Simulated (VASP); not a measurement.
# La3Hf (Pm-3m) in VASP: notebook

The runs below take La3Hf through single point, with PBE+D4.

Everything below comes from runs of VASP 6.6.1. Logs are shortened: lines on timing, memory, paths and dates and some standing lists are left out, and cuts for length are marked.

## (1) The cell of the first run

Symmetry: Pm-3m, No. 221, cubic system. Conventional cell: a = 5.045 Å, b = 5.045 Å, c = 5.045 Å, α = 90.00°, β = 90.00°, γ = 90.00°. Within 4.7 Å of La (site symmetry 4/mmm) lie 8 La at 3.57 Å and 4 Hf at 3.57 Å. Hf (site symmetry m-3m) has 12 La at 3.57 Å within 4.7 Å.

## (2) Single point, PBE+D4

INCAR reads:

```
SYSTEM = La3Hf
ALGO     = Normal         ! electronic algorithm
EDIFF    = 1E-6           ! SCF threshold, eV
ENCUT    = 520            ! plane-wave cutoff, eV
GGA      = PE             ! functional
ISIF     = 2              ! what is computed and relaxed
ISMEAR   = -1             ! smearing method
IVDW     = 13             ! dispersion correction
LASPH    = .TRUE.         ! aspherical terms in the spheres
LCHARG   = .TRUE.         ! write CHGCAR
LELF     = .TRUE.         ! ELF
LREAL    = .FALSE.        ! projectors in reciprocal space
LVHAR    = .TRUE.       
LWAVE    = .FALSE.        ! write WAVECAR
NBANDS   = 30             ! bands
NELM     = 100            ! most SCF steps
PREC     = Accurate       ! precision mode
SIGMA    = 0.05           ! smearing width, eV
```

KPOINTS reads:

```
k-points
0
G
  2 2 2
  0 0 0
```

POSCAR reads:

```
La3Hf
1.0
    5.0451300000      0.0000000000      0.0000000000
    0.0000000000      5.0451300000      0.0000000000
    0.0000000000      0.0000000000      5.0451300000
La Hf
3 1
Direct
    0.0000000000      0.5000000000      0.5000000000
    0.5000000000      0.0000000000      0.5000000000
    0.5000000000      0.5000000000      0.0000000000
    0.0000000000      0.0000000000      0.0000000000
```

Potentials or basis: VASP PAW PBE potentials, release 64 (La, Hf_pv).

Run with:

```console
$ cat potpaw_PBE.64/La/POTCAR potpaw_PBE.64/Hf_pv/POTCAR > POTCAR
$ mpirun -np 1 vasp_std > vasp.out
```

OUTCAR:

```text
SYSTEM = La3Hf
   EDIFF = 1E-6
   ENCUT = 520
   GGA = PE
   ISIF = 2
   ISMEAR = -1
   IVDW = 13
   LASPH = .TRUE.
   LREAL = .FALSE.
   NELM = 100
   PREC = Accurate

 ion  position               nearest neighbor table
   1  0.000  0.500  0.500-   2 3.57   3 3.57   4 3.57   3 3.57   4 3.57   2 3.57   4 3.57   4 3.57
                             2 3.57   3 3.57   3 3.57   2 3.57
   2  0.500  0.000  0.500-   1 3.57   3 3.57   4 3.57   3 3.57   4 3.57   1 3.57   3 3.57   3 3.57
                             1 3.57   4 3.57   4 3.57   1 3.57
   3  0.500  0.500  0.000-   1 3.57   2 3.57   4 3.57   1 3.57   2 3.57   2 3.57   4 3.57   2 3.57
                             1 3.57   4 3.57   1 3.57   4 3.57
   4  0.000  0.000  0.000-   1 3.57   2 3.57   3 3.57   1 3.57   2 3.57   1 3.57   3 3.57   1 3.57
                             2 3.57   3 3.57   2 3.57   3 3.57

  LATTYP: Found a simple cubic cell.
 ALAT       =     5.0451300000

  Lattice vectors:

 A1 = (   5.0451300000,   0.0000000000,   0.0000000000)
 A2 = (   0.0000000000,   5.0451300000,   0.0000000000)
 A3 = (   0.0000000000,   0.0000000000,   5.0451300000)

Analysis of symmetry for initial positions (statically):
=====================================================================
 Subroutine PRICEL returns:
 Original cell was already a primitive cell.

 Routine SETGRP: Setting up the symmetry group for a
 simple cubic supercell.

 Subroutine GETGRP returns: Found 48 space group operations
[... 9 lines left out ...]

 Routine SETGRP: Setting up the symmetry group for a
 simple cubic supercell.

 Subroutine GETGRP returns: Found 48 space group operations
[... 11 lines left out ...]
                                     Primitive cell

  volume of cell :     128.4154

  direct lattice vectors                    reciprocal lattice vectors
     5.045130000  0.000000000  0.000000000     0.198210948  0.000000000  0.000000000
     0.000000000  5.045130000  0.000000000     0.000000000  0.198210948  0.000000000
     0.000000000  0.000000000  5.045130000     0.000000000  0.000000000  0.198210948

  length of vectors
     5.045130000  5.045130000  5.045130000     0.198210948  0.198210948  0.198210948

  position of ions in fractional coordinates (direct lattice)
     0.000000000  0.500000000  0.500000000
     0.500000000  0.000000000  0.500000000
     0.500000000  0.500000000  0.000000000
     0.000000000  0.000000000  0.000000000

  ion indices of the primitive-cell ions
   primitive index   ion index
                 1           1
                 2           2
                 3           3
                 4           4

----------------------------------------------------------------------------------------

 KPOINTS: k-points

Automatic generation of k-mesh.
 Grid dimensions read from file:
 generate k-points for:    2    2    2

 Generating k-lattice:

  Cartesian coordinates                     Fractional coordinates (reciprocal lattice)
     0.099105474  0.000000000  0.000000000     0.500000000  0.000000000  0.000000000
     0.000000000  0.099105474  0.000000000     0.000000000  0.500000000  0.000000000
     0.000000000  0.000000000  0.099105474     0.000000000  0.000000000  0.500000000

  Length of vectors
     0.099105474  0.099105474  0.099105474

  Shift w.r.t. Gamma in fractional coordinates (k-lattice)
     0.000000000  0.000000000  0.000000000

 Subroutine IBZKPT returns following result:
 ===========================================

 Found      4 irreducible k-points:

 Following reciprocal coordinates:
            Coordinates               Weight
  0.000000  0.000000  0.000000      1.000000
  0.500000  0.000000  0.000000      3.000000
  0.500000  0.500000  0.000000      3.000000
  0.500000  0.500000  0.500000      1.000000
   k-points           NKPTS =      4   k-points in BZ     NKDIM =      4   number of bands    NBANDS=     30
   number of dos      NEDOS =    301   number of ions     NIONS =      4
   total plane-waves  NPLWV =  64000
   dimension x,y,z NGX =    40 NGY =   40 NGZ =   40
   dimension x,y,z NGXF=    80 NGYF=   80 NGZF=   80
   ions per type =               3   1
   NGX,Y,Z   is equivalent  to a cutoff of  13.18, 13.18, 13.18 a.u.
   NGXF,Y,Z  is equivalent  to a cutoff of  26.36, 26.36, 26.36 a.u.
 SYSTEM =  La3Hf
   PREC   = accura    normal or accurate (medium, high low for compatibility)
   ISTART =      0    job   : 0-new  1-cont  2-samecut
   ICHARG =      2    charge: 1-file 2-atom 10-const
   ISPIN  =      1    spin polarized calculation?
   LNONCOLLINEAR =      F non collinear calculations
   LSORBIT =      F    spin-orbit coupling
   LASPH  =      T    aspherical Exc in radial PAW
   ENCUT  =  520.0 eV  38.22 Ry    6.18 a.u.   9.38  9.38  9.38*2*pi/ulx,y,z
   NELM   =    100;   NELMIN=  2; NELMDL= -5     # of ELM steps
   EDIFF  = 0.1E-05   stopping-criterion for ELM
   LREAL  =      F    real-space projection
   EDIFFG = 0.1E-04   stopping-criterion for IOM
   NSW    =      0    number of steps for IOM
   IBRION =     -1    ionic relax: 0-MD 1-quasi-New 2-CG
   NFREE  =      0    steps in history (QN), initial steepest desc. (CG)
   ISIF   =      2    stress and relaxation
   ISYM   =      2    0-nonsym 1-usesym 2-fastsym
   POTIM  = 0.5000    time-step for ionic-motion
   TEBEG  =    0.0;   TEEND  =   0.0 temperature during run
   PSTRESS=    0.0 pullay stress
   NELECT =      43.0000    total number of electrons
   NUPDOWN=      -1.0000    fix difference up-down
   EMIN   =  10.00;   EMAX   =-10.00  energy-range for DOS
   EFERMI =   0.00;   METHOD = LEGACY
   ISMEAR =    -1;   SIGMA  =   0.05  broadening in eV -4-tet -1-fermi 0-gaus
   EFERMI_NEDOS =   21; number of points for ismear=-14 and -15
   IALGO  =     38    algorithm
   IMIX   =      4    mixing-type and parameters
     AMIX     =   0.40;   BMIX     =  1.00
     AMIX_MAG =   1.60;   BMIX_MAG =  1.00
  volume/ion in A,a.u.               =      32.10       216.65
  Fermi-wavevector in a.u.,A,eV,Ry     =   1.136821  2.148280 17.583642  1.292361
  Thomas-Fermi vector in A             =   2.273526
   LORBIT       =      0    0 simple, 1 ext, 2 COOP (PROOUT), +10 PAW based schemes
   GGA     = PE    functional components
   LHFCALC =     F    Hartree Fock is set to
   AEXX    =    0.0000 exact exchange contribution
   IVDW    =    13    specifies the selected vdW correction
   LEPSILON=     F    determine dielectric tensor
   LRPA    =     F    only Hartree local field effects (RPA)
 non-spin polarized calculation
  energy-cutoff  :      520.00
  volume of cell :      128.42
 maximum number of plane-waves:      3468
 NGX is ok and might be reduce to    40
   NGX = 19   NGY = 19   NGZ = 19

 number of electron      42.9999997 magnetization

 Free energy of the ion-electron system (eV)
  ---------------------------------------------------
  ext. energy  EPLUGINS =         0.00000000
  ---------------------------------------------------
  free energy    TOTEN  =       -22.66945204 eV

  energy without entropy =      -22.52016135  energy(sigma->0) =      -22.59480670

 E-fermi :   7.8189     XC(G=0): -10.0588

 val. band max:        7.7993092435   @ k =   0.5000   0.0000   0.0000
 cond. band min:       7.8609553240   @ k =   0.5000   0.5000   0.0000
 fundamental gap:      0.0616460805
 Fermi energy:         7.8189035683

 k-point     1 :       0.0000    0.0000    0.0000
  band No.  band energies     occupation
      1     -24.8570      2.00000
      2     -24.5110      2.00000
      3     -24.5110      2.00000
      4     -23.6364      2.00000
      5     -23.6364      2.00000
      6     -23.6364      2.00000
[... 22 lines left out ...]
     29       9.6540      0.00000
     30       9.8962      0.00000

 k-point     2 :       0.5000    0.0000    0.0000
  band No.  band energies     occupation
      1     -24.7545      2.00000
      2     -24.6284      2.00000
      3     -24.5095      2.00000
      4     -23.6360      2.00000
      5     -23.6360      2.00000
      6     -23.6243      2.00000
[... 22 lines left out ...]
     29       9.6469      0.00000
     30       9.6843      0.00000

 k-point     3 :       0.5000    0.5000    0.0000
  band No.  band energies     occupation
      1     -24.6325      2.00000
      2     -24.6325      2.00000
      3     -24.6272      2.00000
      4     -23.6356      2.00000
      5     -23.6303      2.00000
      6     -23.6303      2.00000
[... 22 lines left out ...]
     29       9.5583      0.00000
     30       9.5804      0.00000

 k-point     4 :       0.5000    0.5000    0.5000
  band No.  band energies     occupation
      1     -24.6241      2.00000
      2     -24.6241      2.00000
      3     -24.6241      2.00000
      4     -23.6382      2.00000
      5     -23.6382      2.00000
      6     -23.6382      2.00000
[... 22 lines left out ...]
     29       9.2602      0.00000
     30       9.2608      0.00000

------------------------ aborting loop because EDIFF is reached ----------------------------------------

  DFT-D4 for vdW energy calculation

  Edisp (eV):   -1.11134

  FORCE on cell =-STRESS in cart. coord.  units (eV):
  Direction    XX          YY          ZZ          XY          YZ          ZX
  --------------------------------------------------------------------------------------
  -------------------------------------------------------------------------------------
  Total       1.05378     1.05378     1.05378    -0.00000     0.00000    -0.00000
  in kB      13.14757    13.14757    13.14757    -0.00000     0.00000    -0.00000
  external pressure =       13.15 kB  Pullay stress =        0.00 kB

 VOLUME and BASIS-vectors are now :
 -----------------------------------------------------------------------------
  energy-cutoff  :      520.00
  volume of cell :      128.42
      direct lattice vectors                 reciprocal lattice vectors
     5.045130000  0.000000000  0.000000000     0.198210948  0.000000000  0.000000000
     0.000000000  5.045130000  0.000000000     0.000000000  0.198210948  0.000000000
     0.000000000  0.000000000  5.045130000     0.000000000  0.000000000  0.198210948

 POSITION                                       TOTAL-FORCE (eV/Angst)
 -----------------------------------------------------------------------------------
      0.00000      2.52257      2.52257         0.000000      0.000000      0.000000
      2.52257      0.00000      2.52257         0.000000      0.000000      0.000000
      2.52257      2.52257      0.00000         0.000000      0.000000      0.000000
      0.00000      0.00000      0.00000         0.000000      0.000000      0.000000
 -----------------------------------------------------------------------------------
    total drift:                                0.000000     -0.000000     -0.000000

  FREE ENERGIE OF THE ION-ELECTRON SYSTEM (eV)
  ---------------------------------------------------
  free  energy   TOTEN  =       -23.7807948539 eV

  energy  without entropy=      -23.6315041663  energy(sigma->0) =      -23.70614951
```

It took 38 s on 1 thread of Intel Xeon Platinum 8375C at 2.90GHz (Ice Lake), shared host; peak memory 0.25 GiB.

Results:

| Property | Result |
| --- | --- |
| Free energy | -23.7808 eV |
| Pressure | 1.3 GPa |
| Dispersion energy per atom | -0.278 eV |

Levels at points of the mesh, in eV from the Fermi level:
| k point | band 18 | band 19 | band 20 | band 21 | band 22 | band 23 | band 24 | band 25 |
| --- | --- | --- | --- | --- | --- | --- | --- | --- |
| (0.00, 0.00, 0.00) | -2.15 | -2.15 | -1.73 | -1.73 | -1.73 | 1.26 | 1.26 | 1.26 |
| (0.50, 0.00, 0.00) | -1.43 | -0.89 | -0.79 | -0.63 | -0.02 | -0.02 | 0.28 | 0.28 |
| (0.50, 0.50, 0.00) | -0.66 | -0.63 | -0.46 | -0.03 | 0.04 | 0.04 | 0.11 | 0.15 |
| (0.50, 0.50, 0.50) | -1.84 | -1.84 | 0.77 | 0.77 | 0.92 | 0.92 | 0.92 | 1.34 |

Caveat: the k points lie up to 0.62 Å⁻¹ apart; spin-orbit coupling is left out, which moves the levels of the heavy elements; pairwise dispersion overbinds metals, which lowers pressure and volume.

(Part 1 of 2 ends here.)
